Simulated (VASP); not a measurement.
# Sb (R-3m) in VASP: a series of runs

The runs below take Sb through single point, with LDA.

All numbers are computed with VASP 6.6.1; they aren't measurements. Logs are shortened: lines on timing, memory, paths and dates and some standing lists are left out, and cuts for length are marked.

### Step 1. The cell of the first run

It takes space group R-3m (No. 166, trigonal). Conventional cell: a = 4.291 Å, b = 4.291 Å, c = 10.976 Å, α = 90.00°, β = 90.00°, γ = 120.00°. Sb (site symmetry 3m) has 6 Sb at 2.91 to 3.27 Å within 3.8 Å.

### Step 2. Single point, LDA

Contents of INCAR:

```
PREC = Accurate ; ENCUT = 520
EDIFF = 1E-7 ; ISMEAR = -1
SIGMA = 1.0 ; LREAL = F
LASPH = T ; NELM = 60
ALGO = Normal ; ISIF = 2
LWAVE = F ; LCHARG = F
GGA = CA ; NBANDS = 12
```

Contents of KPOINTS:

```
Automatic mesh
0
Gamma
  9 9 9
```

Contents of POSCAR:

```
Sb
1.0
    2.1456002536      1.2387628840      3.6587425366
   -2.1456002536      1.2387628840      3.6587425366
    0.0000000000     -2.4775257680      3.6587425366
Sb
2
Direct
    0.2359371474      0.2359371474      0.2359371474
    0.7640628526      0.7640628526      0.7640628526
```

Potentials or basis: VASP PAW LDA potentials, release 64 (Sb).

Command:

```console
$ cat potpaw_LDA.64/Sb/POTCAR > POTCAR
$ mpirun -np 1 vasp_std > vasp.out
```

OUTCAR:

```text
PREC = Accurate
   ENCUT = 520
   EDIFF = 1E-7
   ISMEAR = -1
   LREAL = F
   LASPH = T
   NELM = 60
   ISIF = 2
   GGA = CA

 ion  position               nearest neighbor table
   1  0.236  0.236  0.236-   2 2.91   2 2.91   2 2.91   2 3.27   2 3.27   2 3.27
   2  0.764  0.764  0.764-   1 2.91   1 2.91   1 2.91   1 3.27   1 3.27   1 3.27

  LATTYP: Found a trigonal (rhomboedric) cell.
 ALAT       =     4.4186571354
 COS(alpha) =     0.5284290848

  Lattice vectors:

 A1 = (   2.1456002536,   1.2387628840,   3.6587425366)
 A2 = (  -2.1456002536,   1.2387628840,   3.6587425366)
 A3 = (   0.0000000000,  -2.4775257680,   3.6587425366)

Analysis of symmetry for initial positions (statically):
=====================================================================
 Subroutine PRICEL returns:
 Original cell was already a primitive cell.

 Routine SETGRP: Setting up the symmetry group for a
 trigonal (rhombohedral) supercell.

 Subroutine GETGRP returns: Found 12 space group operations
 (whereof 12 operations were pure point group operations)
 out of a pool of 12 trial point group operations.

The static configuration has the point symmetry D_3d.

Analysis of symmetry for dynamics (positions and initial velocities):
=====================================================================
 Subroutine PRICEL returns:
 Original cell was already a primitive cell.

 Routine SETGRP: Setting up the symmetry group for a
 trigonal (rhombohedral) supercell.

 Subroutine GETGRP returns: Found 12 space group operations
 (whereof 12 operations were pure point group operations)
 out of a pool of 12 trial point group operations.

The dynamic configuration has the point symmetry D_3d.

 Subroutine INISYM returns: Found 12 space group operations
 (whereof 12 operations are pure point group operations),
 and found     1 'primitive' translations

----------------------------------------------------------------------------------------

                                     Primitive cell

  volume of cell :      58.3472

  direct lattice vectors                    reciprocal lattice vectors
     2.145600254  1.238762884  3.658742537     0.233035021  0.134542832  0.091105982
    -2.145600254  1.238762884  3.658742537    -0.233035021  0.134542832  0.091105982
     0.000000000 -2.477525768  3.658742537     0.000000000 -0.269085664  0.091105982

  length of vectors
     4.418657135  4.418657135  4.418657135     0.284090469  0.284090469  0.284090469

  position of ions in fractional coordinates (direct lattice)
     0.235937147  0.235937147  0.235937147
     0.764062853  0.764062853  0.764062853

  ion indices of the primitive-cell ions
   primitive index   ion index
                 1           1
                 2           2

----------------------------------------------------------------------------------------

 KPOINTS: Automatic mesh

Automatic generation of k-mesh.
 Grid dimensions read from file:
 generate k-points for:    9    9    9

 Generating k-lattice:

  Cartesian coordinates                     Fractional coordinates (reciprocal lattice)
     0.025892780  0.014949204  0.010122887     0.111111111  0.000000000  0.000000000
    -0.025892780  0.014949204  0.010122887     0.000000000  0.111111111  0.000000000
     0.000000000 -0.029898407  0.010122887     0.000000000  0.000000000  0.111111111

  Length of vectors
     0.031565608  0.031565608  0.031565608

  Shift w.r.t. Gamma in fractional coordinates (k-lattice)
     0.000000000  0.000000000  0.000000000

 Subroutine IBZKPT returns following result:
 ===========================================

 Found     85 irreducible k-points:

 Following reciprocal coordinates:
            Coordinates               Weight
  0.000000  0.000000  0.000000      1.000000
  0.111111  0.000000  0.000000      6.000000
  0.222222  0.000000 -0.000000      6.000000
  0.333333  0.000000 -0.000000      6.000000
  0.444444  0.000000 -0.000000      6.000000
  0.111111  0.111111  0.000000      6.000000
[... 16 lines left out ...]
 -0.333333  0.333333  0.000000      6.000000
  0.444444  0.444444 -0.000000      6.000000
 [... further k-points ...]
   k-points           NKPTS =     85   k-points in BZ     NKDIM =     85   number of bands    NBANDS=     12
   number of dos      NEDOS =    301   number of ions     NIONS =      2
   total plane-waves  NPLWV =  46656
   dimension x,y,z NGX =    36 NGY =   36 NGZ =   36
   dimension x,y,z NGXF=    72 NGYF=   72 NGZF=   72
   ions per type =               2
   NGX,Y,Z   is equivalent  to a cutoff of  13.54, 13.54, 13.54 a.u.
   NGXF,Y,Z  is equivalent  to a cutoff of  27.09, 27.09, 27.09 a.u.
 SYSTEM =  unknown system
   PREC   = accura    normal or accurate (medium, high low for compatibility)
   ISTART =      0    job   : 0-new  1-cont  2-samecut
   ICHARG =      2    charge: 1-file 2-atom 10-const
   ISPIN  =      1    spin polarized calculation?
   LNONCOLLINEAR =      F non collinear calculations
   LSORBIT =      F    spin-orbit coupling
   LASPH  =      T    aspherical Exc in radial PAW
   ENCUT  =  520.0 eV  38.22 Ry    6.18 a.u.   8.22  8.22  8.22*2*pi/ulx,y,z
   NELM   =     60;   NELMIN=  2; NELMDL= -5     # of ELM steps
   EDIFF  = 0.1E-06   stopping-criterion for ELM
   LREAL  =      F    real-space projection
   EDIFFG = 0.1E-05   stopping-criterion for IOM
   NSW    =      0    number of steps for IOM
   IBRION =     -1    ionic relax: 0-MD 1-quasi-New 2-CG
   NFREE  =      0    steps in history (QN), initial steepest desc. (CG)
   ISIF   =      2    stress and relaxation
   ISYM   =      2    0-nonsym 1-usesym 2-fastsym
   POTIM  = 0.5000    time-step for ionic-motion
   TEBEG  =    0.0;   TEEND  =   0.0 temperature during run
   PSTRESS=    0.0 pullay stress
   NELECT =      10.0000    total number of electrons
   NUPDOWN=      -1.0000    fix difference up-down
   EMIN   =  10.00;   EMAX   =-10.00  energy-range for DOS
   EFERMI =   0.00;   METHOD = LEGACY
   ISMEAR =    -1;   SIGMA  =   1.00  broadening in eV -4-tet -1-fermi 0-gaus
   EFERMI_NEDOS =   21; number of points for ismear=-14 and -15
   IALGO  =     38    algorithm
   IMIX   =      4    mixing-type and parameters
     AMIX     =   0.40;   BMIX     =  1.00
     AMIX_MAG =   1.60;   BMIX_MAG =  1.00
  volume/ion in A,a.u.               =      29.17       196.87
  Fermi-wavevector in a.u.,A,eV,Ry     =   0.909358  1.718437 11.251088  0.826932
  Thomas-Fermi vector in A             =   2.033393
   LORBIT       =      0    0 simple, 1 ext, 2 COOP (PROOUT), +10 PAW based schemes
   GGA     = CA    functional components
   LHFCALC =     F    Hartree Fock is set to
   AEXX    =    0.0000 exact exchange contribution
   IVDW    =     0    specifies the selected vdW correction
   LEPSILON=     F    determine dielectric tensor
   LRPA    =     F    only Hartree local field effects (RPA)
 non-spin polarized calculation
  energy-cutoff  :      520.00
  volume of cell :       58.35
 maximum number of plane-waves:      1584
 NGX is ok and might be reduce to    36
   NGX = 17   NGY = 17   NGZ = 17

 number of electron      10.0000000 magnetization

 Free energy of the ion-electron system (eV)
  ---------------------------------------------------
  ext. energy  EPLUGINS =         0.00000000
  ---------------------------------------------------
  free energy    TOTEN  =       -11.23199448 eV

  energy without entropy =       -7.62288437  energy(sigma->0) =       -9.42743942

 E-fermi :   7.3572     XC(G=0):  -9.8807

 val. band max:        7.3316699080   @ k =   0.2222   0.2222   0.1111
 cond. band min:       7.4938908762   @ k =   0.3333   0.2222   0.2222
 fundamental gap:      0.1622209682
 Fermi energy:         7.3572266750

 k-point     1 :       0.0000    0.0000    0.0000
  band No.  band energies     occupation
      1      -5.3969      1.99999
      2       2.8516      1.97815
      3       5.5080      1.72807
      4       5.6723      1.68710
      5       5.6723      1.68710
      6       9.8665      0.15042
      7      10.3692      0.09377
      8      10.3692      0.09377
      9      12.4784      0.01187
     10      12.4784      0.01187
     11      12.6382      0.01012
     12      14.0667      0.00244

 k-point     2 :       0.1111    0.0000    0.0000
  band No.  band energies     occupation
      1      -5.2573      1.99999
      2       2.1864      1.98870
      3       5.5404      1.72037
      4       5.6579      1.69089
      5       5.9948      1.59230
      6       9.6906      0.17679
      7       9.9784      0.13557
      8       9.9887      0.13428
      9      12.0755      0.01770
     10      12.4998      0.01162
     11      12.5729      0.01080
     12      14.9762      0.00098

 k-point     3 :       0.2222    0.0000   -0.0000
  band No.  band energies     occupation
      1      -4.8412      1.99999
      2       0.8460      1.99703
      3       5.5877      1.70879
      4       5.6427      1.69485
      5       6.4669      1.41793
      6       9.0240      0.31771
      7       9.1413      0.28761
      8       9.1754      0.27931
      9      12.2674      0.01463
     10      12.9060      0.00775
     11      13.2283      0.00562
     12      16.7400      0.00017
[... 286 lines left out ...]
 k-point    23 :      -0.3333    0.3333    0.0000
  band No.  band energies     occupation
      1      -2.2632      1.99987
      2      -2.0534      1.99984
      3       2.3182      1.98712
      4       4.6536      1.87448
      5       4.9884      1.82884
      6       9.7336      0.16998
      7      10.2431      0.10572
      8      12.6044      0.01047
      9      13.1572      0.00604
     10      14.0723      0.00242
     11      15.2991      0.00071
     12      17.5196      0.00008

 k-point    24 :       0.4444    0.4444   -0.0000
  band No.  band energies     occupation
      1      -3.0761      1.99994
      2      -0.3304      1.99908
      3       2.0453      1.99018
      4       3.7321      1.94809
      5       3.7718      1.94604
      6       9.1377      0.28850
      7      12.5604      0.01094
      8      12.9631      0.00733
      9      14.2770      0.00197
     10      16.0762      0.00033
     11      17.3463      0.00009
     12      18.4175      0.00003

 [... further k-points ...]
[... 5 lines left out ...]
  --------------------------------------------------------------------------------------
  -------------------------------------------------------------------------------------
  Total        1.8339058      1.8339058      1.4601435      0.0000000      0.0000000      0.0000000
  in kB       50.3578885     50.3578885     40.0946128      0.0000000      0.0000000      0.0000000
  external PRESSURE =      46.9367966 kB  Pullay stress =       0.0000000 kB

 VOLUME and BASIS-vectors are now :
 -----------------------------------------------------------------------------
  energy-cutoff  :      520.00
  volume of cell :       58.35
      direct lattice vectors                 reciprocal lattice vectors
     2.145600254  1.238762884  3.658742537     0.233035021  0.134542832  0.091105982
    -2.145600254  1.238762884  3.658742537    -0.233035021  0.134542832  0.091105982
     0.000000000 -2.477525768  3.658742537     0.000000000 -0.269085664  0.091105982

 POSITION                                       TOTAL-FORCE (eV/Angst)
 -----------------------------------------------------------------------------------
      0.00000      0.00000      2.58970         0.000000      0.000000      0.784756
      0.00000      0.00000      8.38653         0.000000      0.000000     -0.784756
 -----------------------------------------------------------------------------------
    total drift:                               -0.000000      0.000000     -0.000000

  FREE ENERGIE OF THE ION-ELECTRON SYSTEM (eV)
  ---------------------------------------------------
  free  energy   TOTEN  =       -11.2319944795 eV

  energy  without entropy=       -7.6228843696  energy(sigma->0) =       -9.42743942
```

Wall time 18 s (1 thread of Intel Xeon 6975P-C (Granite Rapids), shared host); peak memory 0.19 GiB.

Results:

* Free energy: -11.2320 eV
* Pressure: 4.7 GPa
* Largest force: 0.785 eV/Å

Forces on the atoms (eV/Å):
```
Sb   0.000  0.000  0.785
Sb   0.000  0.000 -0.785
```

Stress tensor (GPa, compression positive):
```
5.04 0.00 0.00
0.00 5.04 0.00
0.00 0.00 4.01
```

Caveat: spin-orbit coupling is left out, which moves the levels of the heavy elements.

### Step 3. Single point, LDA

Contents of INCAR:

```
SYSTEM = Sb
PREC = Accurate
ENCUT = 520
EDIFF = 1E-6
ISMEAR = 0
SIGMA = 0.01
LREAL = .False.
LASPH = .True.
NELM = 60
ALGO = Normal
ISIF = 2
LWAVE = .False.
LCHARG = .False.
NBANDS = 12
```

Contents of KPOINTS:

```
Automatic mesh
0
Gamma
  9 9 9
  0 0 0
```

POSCAR is that of step 2.

Potentials or basis: VASP PAW LDA potentials, release 64 (Sb).

Command:

```console
$ cat potpaw_LDA.64/Sb/POTCAR > POTCAR
$ mpirun -np 1 vasp_std > vasp.out
```

It took 16 s on 1 thread of Intel Xeon 6975P-C (Granite Rapids), shared host; peak memory 0.19 GiB.

It converged, with:

```yaml
Free_energy: -9.6319 eV
Pressure: 0.4 GPa
Largest_force: 0.023 eV/Å
Band_gap_on_the_k_mesh: 0.02 eV, indirect (least direct gap 0.44 eV)
```

Forces in eV/Å, atoms in the order of the input:
```
Sb   0.000  0.000  0.023
Sb   0.000  0.000 -0.023
```

Stress tensor (GPa, compression positive):
```
0.46 0.00 0.00
0.00 0.46 0.00
0.00 0.00 0.30
```

Levels at points of the mesh, in eV from the valence-band top:
| k point | band 3 | band 4 | band 5 | band 6 | band 7 | band 8 |
| --- | --- | --- | --- | --- | --- | --- |
| (0.00, 0.00, 0.00) | -1.98 | -1.82 | -1.82 | 2.36 | 2.86 | 2.86 |

Caveat: spin-orbit coupling is left out, which moves the levels of the heavy elements.

### Step 4. Single point, LDA

Contents of INCAR:

```
PREC = Accurate ; ENCUT = 520
EDIFF = 1E-7 ; ISMEAR = 0
SIGMA = 0.03 ; LREAL = F
LASPH = T ; NELM = 80
ALGO = Normal ; ISIF = 2
LWAVE = F ; LCHARG = T
LELF = T ; LVHAR = T
NBANDS = 12
```

Contents of KPOINTS:

```
Automatic mesh
0
Gamma
  9 9 9
```

POSCAR is that of step 3.

Command:

```console
$ cat potpaw_LDA.64/Sb/POTCAR > POTCAR
$ mpirun -np 1 vasp_std > vasp.out
```

It took 19 s on 1 thread of Intel Xeon 6975P-C (Granite Rapids), shared host; peak memory 0.19 GiB.

Results (log left out):

```yaml
Free_energy: -9.6320 eV
Pressure: 0.4 GPa
Largest_force: 0.029 eV/Å
Band_gap_on_the_k_mesh: 0.02 eV, indirect (least direct gap 0.44 eV)
```

Forces on the atoms (eV/Å):
```
Sb   0.000  0.000  0.029
Sb   0.000  0.000 -0.029
```

Stress tensor (GPa, compression positive):
```
0.42 0.00 0.00
0.00 0.42 0.00
0.00 0.00 0.29
```

Levels at points of the mesh, in eV from the valence-band top:
```
           k point  band 3  band 4  band 5  band 6  band 7  band 8
(0.00, 0.00, 0.00)   -1.98   -1.82   -1.82    2.36    2.86    2.86
```

Caveat: spin-orbit coupling is left out, which moves the levels of the heavy elements.

### Step 5. Single point, LDA

Contents of INCAR:

```
PREC = Accurate
ENCUT = 520
EDIFF = 1E-6
ISMEAR = 0
SIGMA = 0.1
LREAL = F
LASPH = T
NELM = 100
ALGO = Normal
ISIF = 2
LWAVE = F
LCHARG = F
NBANDS = 12
```

KPOINTS is that of step 4.

POSCAR is that of step 4.

Command:

```console
$ cat potpaw_LDA.64/Sb/POTCAR > POTCAR
$ mpirun -np 1 vasp_std > vasp.out
```

It took 18 s on 1 thread of Intel Xeon 6975P-C (Granite Rapids), shared host; peak memory 0.19 GiB.

It converged, with:

```
Free energy            : -9.6330 eV
Pressure               : 0.3 GPa
Largest force          : 0.038 eV/Å
Band gap on the k mesh : 0.02 eV, indirect (least direct gap 0.44 eV)
```

Forces on the atoms (eV/Å):
```
Sb   0.000  0.000  0.038
Sb   0.000  0.000 -0.038
```

Stress tensor (GPa, compression positive):
```
0.37 0.00 0.00
0.00 0.37 0.00
0.00 0.00 0.25
```

Levels at points of the mesh, in eV from the valence-band top:
| k point | band 1 | band 2 | band 3 | band 4 | band 5 | band 6 | band 7 | band 8 | band 9 | band 10 |
| --- | --- | --- | --- | --- | --- | --- | --- | --- | --- | --- |
| (0.00, 0.00, 0.00) | -12.90 | -4.64 | -1.98 | -1.82 | -1.82 | 2.36 | 2.86 | 2.86 | 4.97 | 4.97 |

Caveat: spin-orbit coupling is left out, which moves the levels of the heavy elements.

### Step 6. Overview

```csv
smearing,gap on the mesh (eV),pressure (GPa),largest force (eV/Å)
fermi-dirac 1 eV,-,4.7,0.78
gaussian 0.01 eV,0.02,0.4,0.02
gaussian 0.03 eV,0.02,0.4,0.03
gaussian 0.1 eV,0.02,0.3,0.04
```

Alike in all rows: task single point; level LDA; potentials or basis VASP PAW LDA potentials, release 64 (Sb); no spin polarisation; cell as given; k mesh 9 × 9 × 9; cutoff (eV) 520.

On the cell as given the gap runs from 0.02 eV (LDA) to 0.02 eV (LDA).

Caveats: spin-orbit coupling is left out, which moves the levels of the heavy elements.

Absolute energies hang on the potentials; compare differences alone.
